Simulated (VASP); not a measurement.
# Ge (Fd-3m) in VASP: single point with PBE

Aim: the single point of Ge with PBE.

Program: VASP 6.6.1. These are calculated values, not measurements. Logs are shortened: lines on timing, memory, paths and dates and some standing lists are left out, and cuts for length are marked.

**1. The cell of the first run**

Symmetry: Fd-3m, No. 227, cubic system. The conventional cell has a = 5.658 Å, b = 5.658 Å, c = 5.658 Å, α = 90.00°, β = 90.00°, γ = 90.00°. Ge (site symmetry -43m) has 4 Ge at 2.45 Å within 3.2 Å.

**2. Single point, PBE**

Contents of INCAR:

```
SYSTEM = Ge
  ALGO = Normal
  EDIFF = 1E-7
  ENCUT = 520
  GGA = PE
  ISIF = 2
  ISMEAR = 0
  LASPH = .TRUE.
  LCHARG = .FALSE.
  LREAL = Auto
  LWAVE = .FALSE.
  NBANDS = 411
  NELM = 100
  PREC = Accurate
  SIGMA = 0.05
```

Contents of KPOINTS:

```
k-points
0
G
  1 1 1
  0 0 0
```

Contents of POSCAR:

```
Ge
1.0
    0.0000000000      8.4867300000      8.4867300000
    8.4867300000      0.0000000000      8.4867300000
    8.4867300000      8.4867300000      0.0000000000
Ge
54
Direct
    0.0000000000      0.0000000000      0.0000000000
    0.0000000000      0.0000000000      0.3333330000
    0.0000000000      0.0000000000      0.6666670000
    0.0000000000      0.3333330000      0.0000000000
    0.0000000000      0.3333330000      0.3333330000
    0.0000000000      0.3333330000      0.6666670000
    0.0000000000      0.6666670000      0.0000000000
    0.0000000000      0.6666670000      0.3333330000
    0.0000000000      0.6666670000      0.6666670000
    0.3333330000      0.0000000000      0.0000000000
    0.3333330000      0.0000000000      0.3333330000
    0.3333330000      0.0000000000      0.6666670000
    0.3333330000      0.3333330000      0.0000000000
    0.3333330000      0.3333330000      0.3333330000
    0.3333330000      0.3333330000      0.6666670000
    0.3333330000      0.6666670000      0.0000000000
    0.3333330000      0.6666670000      0.3333330000
    0.3333330000      0.6666670000      0.6666670000
    0.6666670000      0.0000000000      0.0000000000
    0.6666670000      0.0000000000      0.3333330000
    0.6666670000      0.0000000000      0.6666670000
    0.6666670000      0.3333330000      0.0000000000
    0.6666670000      0.3333330000      0.3333330000
    0.6666670000      0.3333330000      0.6666670000
    0.6666670000      0.6666670000      0.0000000000
    0.6666670000      0.6666670000      0.3333330000
    0.6666670000      0.6666670000      0.6666670000
    0.0833330000      0.0833330000      0.0833330000
    0.0833330000      0.0833330000      0.4166670000
    0.0833330000      0.0833330000      0.7500000000
    0.0833330000      0.4166670000      0.0833330000
    0.0833330000      0.4166670000      0.4166670000
    0.0833330000      0.4166670000      0.7500000000
    0.0833330000      0.7500000000      0.0833330000
    0.0833330000      0.7500000000      0.4166670000
    0.0833330000      0.7500000000      0.7500000000
    0.4166670000      0.0833330000      0.0833330000
    0.4166670000      0.0833330000      0.4166670000
    0.4166670000      0.0833330000      0.7500000000
    0.4166670000      0.4166670000      0.0833330000
    0.4166670000      0.4166670000      0.4166670000
    0.4166670000      0.4166670000      0.7500000000
    0.4166670000      0.7500000000      0.0833330000
    0.4166670000      0.7500000000      0.4166670000
    0.4166670000      0.7500000000      0.7500000000
    0.7500000000      0.0833330000      0.0833330000
    0.7500000000      0.0833330000      0.4166670000
    0.7500000000      0.0833330000      0.7500000000
    0.7500000000      0.4166670000      0.0833330000
    0.7500000000      0.4166670000      0.4166670000
    0.7500000000      0.4166670000      0.7500000000
    0.7500000000      0.7500000000      0.0833330000
    0.7500000000      0.7500000000      0.4166670000
    0.7500000000      0.7500000000      0.7500000000
```

Potentials or basis: VASP PAW PBE potentials, release 64 (Ge_d).

Run with:

```
> cat potpaw_PBE.64/Ge_d/POTCAR > POTCAR
> mpirun -np 1 vasp_gam > vasp.out
```

OUTCAR:

```text
SYSTEM = Ge
   EDIFF = 1E-7
   ENCUT = 520
   GGA = PE
   ISIF = 2
   ISMEAR = 0
   LASPH = .TRUE.
   LREAL = Auto
   NELM = 100
   PREC = Accurate

 ion  position               nearest neighbor table
   1  0.000  0.000  0.000-  28 2.45  30 2.45  34 2.45  46 2.45
   2  0.000  0.000  0.333-  28 2.45  29 2.45  35 2.45  47 2.45
   3  0.000  0.000  0.667-  30 2.45  29 2.45  36 2.45  48 2.45
   4  0.000  0.333  0.000-  28 2.45  31 2.45  33 2.45  49 2.45
   5  0.000  0.333  0.333-  29 2.45  31 2.45  50 2.45  32 2.45
   6  0.000  0.333  0.667-  30 2.45  32 2.45  33 2.45  51 2.45
[... 46 lines left out ...]
  53  0.750  0.750  0.417-   8 2.45  20 2.45  26 2.45  27 2.45
  54  0.750  0.750  0.750-  27 2.45  21 2.45  25 2.45   9 2.45

  LATTYP: Found a face centered cubic cell.
 ALAT       =    16.9734600000

  Lattice vectors:

 A1 = (   0.0000000000,   8.4867300000,   8.4867300000)
 A2 = (   8.4867300000,   0.0000000000,   8.4867300000)
 A3 = (   8.4867300000,   8.4867300000,   0.0000000000)

Analysis of symmetry for initial positions (statically):
=====================================================================
 Subroutine PRICEL returns following result:

  LATTYP: Found a face centered cubic cell.
 ALAT       =     5.6578143422

  Lattice vectors:

 A1 = (   0.0000000000,   2.8289071711,   2.8289071711)
 A2 = (   2.8289071711,   0.0000000000,   2.8289071711)
 A3 = (   2.8289071711,   2.8289071711,   0.0000000000)

  27 primitive cells build up your supercell.

 Routine SETGRP: Setting up the symmetry group for a
 face centered cubic supercell.

 Subroutine GETGRP returns: Found 48 space group operations
 (whereof 24 operations were pure point group operations)
 out of a pool of 48 trial point group operations.

The static configuration has the point symmetry T_d .
 The point group associated with its full space group is O_h .

Analysis of symmetry for dynamics (positions and initial velocities):
=====================================================================
 Subroutine PRICEL returns following result:

  LATTYP: Found a face centered cubic cell.
 ALAT       =     5.6578143422

  Lattice vectors:

 A1 = (   0.0000000000,   2.8289071711,   2.8289071711)
 A2 = (   2.8289071711,   0.0000000000,   2.8289071711)
 A3 = (   2.8289071711,   2.8289071711,   0.0000000000)

  27 primitive cells build up your supercell.

 Routine SETGRP: Setting up the symmetry group for a
 face centered cubic supercell.

 Subroutine GETGRP returns: Found 48 space group operations
 (whereof 24 operations were pure point group operations)
 out of a pool of 48 trial point group operations.

The dynamic configuration has the point symmetry T_d .
 The point group associated with its full space group is O_h .

 Subroutine INISYM returns: Found 48 space group operations
 (whereof 24 operations are pure point group operations),
 and found    27 'primitive' translations

----------------------------------------------------------------------------------------

                                     Primitive cell

  volume of cell :      45.2779

  direct lattice vectors                    reciprocal lattice vectors
     0.000000000  2.828907171  2.828907171    -0.176746697  0.176746697  0.176746697
     2.828907171  0.000000000  2.828907171     0.176746697 -0.176746697  0.176746697
     2.828907171  2.828907171  0.000000000     0.176746697  0.176746697 -0.176746697

  length of vectors
     4.000678888  4.000678888  4.000678888     0.306134260  0.306134260  0.306134260

  position of ions in fractional coordinates (direct lattice)
     0.000000000  0.000000000  0.000000000
     0.249999250  0.249999250  0.249999250

  ion indices of the primitive-cell ions
   primitive index   ion index
                 1           1
                 2          28

----------------------------------------------------------------------------------------

 KPOINTS: k-points

Automatic generation of k-mesh.
 Grid dimensions read from file:
 generate k-points for:    1    1    1

 Generating k-lattice:

  Cartesian coordinates                     Fractional coordinates (reciprocal lattice)
    -0.058915507  0.058915507  0.058915507     1.000000000  0.000000000  0.000000000
     0.058915507 -0.058915507  0.058915507     0.000000000  1.000000000  0.000000000
     0.058915507  0.058915507 -0.058915507     0.000000000  0.000000000  1.000000000

  Length of vectors
     0.102044651  0.102044651  0.102044651

  Shift w.r.t. Gamma in fractional coordinates (k-lattice)
     0.000000000  0.000000000  0.000000000

 Subroutine IBZKPT returns following result:
 ===========================================

 Found      1 irreducible k-points:

 Following reciprocal coordinates:
            Coordinates               Weight
  0.000000  0.000000  0.000000      1.000000
   k-points           NKPTS =      1   k-points in BZ     NKDIM =      1   number of bands    NBANDS=    411
   number of dos      NEDOS =    301   number of ions     NIONS =     54
   total plane-waves  NPLWV = 729000
   dimension x,y,z NGX =    90 NGY =   90 NGZ =   90
   dimension x,y,z NGXF=   180 NGYF=  180 NGZF=  180
   ions per type =              54
   NGX,Y,Z   is equivalent  to a cutoff of  12.47, 12.47, 12.47 a.u.
   NGXF,Y,Z  is equivalent  to a cutoff of  24.93, 24.93, 24.93 a.u.
 SYSTEM =  Ge
   PREC   = accura    normal or accurate (medium, high low for compatibility)
   ISTART =      0    job   : 0-new  1-cont  2-samecut
   ICHARG =      2    charge: 1-file 2-atom 10-const
   ISPIN  =      1    spin polarized calculation?
   LNONCOLLINEAR =      F non collinear calculations
   LSORBIT =      F    spin-orbit coupling
   LASPH  =      T    aspherical Exc in radial PAW
   ENCUT  =  520.0 eV  38.22 Ry    6.18 a.u.  22.32 22.32 22.32*2*pi/ulx,y,z
   NELM   =    100;   NELMIN=  2; NELMDL= -5     # of ELM steps
   EDIFF  = 0.1E-06   stopping-criterion for ELM
   LREAL  =      T    real-space projection
   EDIFFG = 0.1E-05   stopping-criterion for IOM
   NSW    =      0    number of steps for IOM
   IBRION =     -1    ionic relax: 0-MD 1-quasi-New 2-CG
   NFREE  =      0    steps in history (QN), initial steepest desc. (CG)
   ISIF   =      2    stress and relaxation
   ISYM   =      2    0-nonsym 1-usesym 2-fastsym
   POTIM  = 0.5000    time-step for ionic-motion
   TEBEG  =    0.0;   TEEND  =   0.0 temperature during run
   PSTRESS=    0.0 pullay stress
   NELECT =     756.0000    total number of electrons
   NUPDOWN=      -1.0000    fix difference up-down
   EMIN   =  10.00;   EMAX   =-10.00  energy-range for DOS
   EFERMI =   0.00;   METHOD = LEGACY
   ISMEAR =     0;   SIGMA  =   0.05  broadening in eV -4-tet -1-fermi 0-gaus
   EFERMI_NEDOS =   21; number of points for ismear=-14 and -15
   IALGO  =     38    algorithm
   IMIX   =      4    mixing-type and parameters
     AMIX     =   0.40;   BMIX     =  1.00
     AMIX_MAG =   1.60;   BMIX_MAG =  1.00
  volume/ion in A,a.u.               =      22.64       152.78
  Fermi-wavevector in a.u.,A,eV,Ry     =   1.394756  2.635708 26.468033  1.945346
  Thomas-Fermi vector in A             =   2.518275
   LORBIT       =      0    0 simple, 1 ext, 2 COOP (PROOUT), +10 PAW based schemes
   GGA     = PE    functional components
   LHFCALC =     F    Hartree Fock is set to
   AEXX    =    0.0000 exact exchange contribution
   IVDW    =     0    specifies the selected vdW correction
   LEPSILON=     F    determine dielectric tensor
   LRPA    =     F    only Hartree local field effects (RPA)
 non-spin polarized calculation
 Gauss-broadening in eV      SIGMA  =   0.05
  energy-cutoff  :      520.00
  volume of cell :     1222.51
 maximum number of plane-waves:     16468
 NGX is ok and might be reduce to    90
   NGX = 45   NGY = 45   NGZ = 45

 number of electron     756.0000592 magnetization

 Free energy of the ion-electron system (eV)
  ---------------------------------------------------
  ext. energy  EPLUGINS =         0.00000000
  ---------------------------------------------------
  free energy    TOTEN  =      -222.47332165 eV

  energy without entropy =     -222.40056268  energy(sigma->0) =     -222.43694217

 E-fermi :   5.1369     XC(G=0):  -9.8379

 val. band max:        5.0974756279   @ k =   0.0000   0.0000   0.0000
 cond. band min:       5.1460432011   @ k =   0.0000   0.0000   0.0000
 fundamental gap:      0.0485675731
 Fermi energy:         5.1368721963

 k-point     1 :       0.0000    0.0000    0.0000
  band No.  band energies     occupation
      1     -19.7275      2.00000
      2     -19.7275      2.00000
      3     -19.7275      2.00000
      4     -19.7275      2.00000
      5     -19.7275      2.00000
      6     -19.7274      2.00000
[... 382 lines left out ...]
    389       5.7435      0.00000
    390       5.7435      0.00000
 [bands above 390 left out]

------------------------ aborting loop because EDIFF is reached ----------------------------------------

  FORCE on cell =-STRESS in cart. coord.  units (eV):
  Direction    XX          YY          ZZ          XY          YZ          ZX
  --------------------------------------------------------------------------------------
  -------------------------------------------------------------------------------------
  Total       40.5541342     40.5541342     40.5541342      0.0000000     -0.0000000     -0.0000000
  in kB       53.1489347     53.1489347     53.1489347      0.0000000     -0.0000000     -0.0000000
  external PRESSURE =      53.1489347 kB  Pullay stress =       0.0000000 kB

 VOLUME and BASIS-vectors are now :
 -----------------------------------------------------------------------------
  energy-cutoff  :      520.00
  volume of cell :     1222.51
      direct lattice vectors                 reciprocal lattice vectors
     0.000000000  8.486730000  8.486730000    -0.058915507  0.058915507  0.058915507
     8.486730000  0.000000000  8.486730000     0.058915507 -0.058915507  0.058915507
     8.486730000  8.486730000  0.000000000     0.058915507  0.058915507 -0.058915507

 POSITION                                       TOTAL-FORCE (eV/Angst)
 -----------------------------------------------------------------------------------
      0.00000      0.00000      0.00000         0.000000      0.000000      0.000000
      2.82891      2.82891      0.00000        -0.000000     -0.000000      0.000000
      5.65782      5.65782      0.00000         0.000000     -0.000000      0.000000
      2.82891      0.00000      2.82891        -0.000000     -0.000000      0.000000
      5.65781      2.82891      2.82891         0.000000     -0.000000      0.000000
      8.48673      5.65782      2.82891         0.000000      0.000000     -0.000000
[... 46 lines left out ...]
      9.90119      9.90119     12.73009         0.000000      0.000000     -0.000000
     12.73009     12.73009     12.73009        -0.000000      0.000000     -0.000000
 -----------------------------------------------------------------------------------
    total drift:                                0.000000      0.000000      0.000000

  FREE ENERGIE OF THE ION-ELECTRON SYSTEM (eV)
  ---------------------------------------------------
  free  energy   TOTEN  =      -222.4733216493 eV

  energy  without entropy=     -222.4005626826  energy(sigma->0) =     -222.43694217
```

It took 25 min on 1 thread of Intel Xeon Platinum 8259CL at 2.50GHz (Skylake/Cascade Lake), shared host; peak memory 1.3 GiB.

Results:

| Item | Value |
| --- | --- |
| Free energy | -222.4733 eV |
| Pressure | 5.3 GPa |

Levels at points of the mesh, in eV from the Fermi level:
| k point | band 374 | band 375 | band 376 | band 377 | band 378 | band 379 | band 380 | band 381 | band 382 | band 383 |
| --- | --- | --- | --- | --- | --- | --- | --- | --- | --- | --- |
| (0.00, 0.00, 0.00) | -1.22 | -1.22 | -0.04 | -0.04 | -0.04 | 0.01 | 0.37 | 0.37 | 0.37 | 0.37 |

Caveat: the k points lie up to 0.64 Å⁻¹ apart.
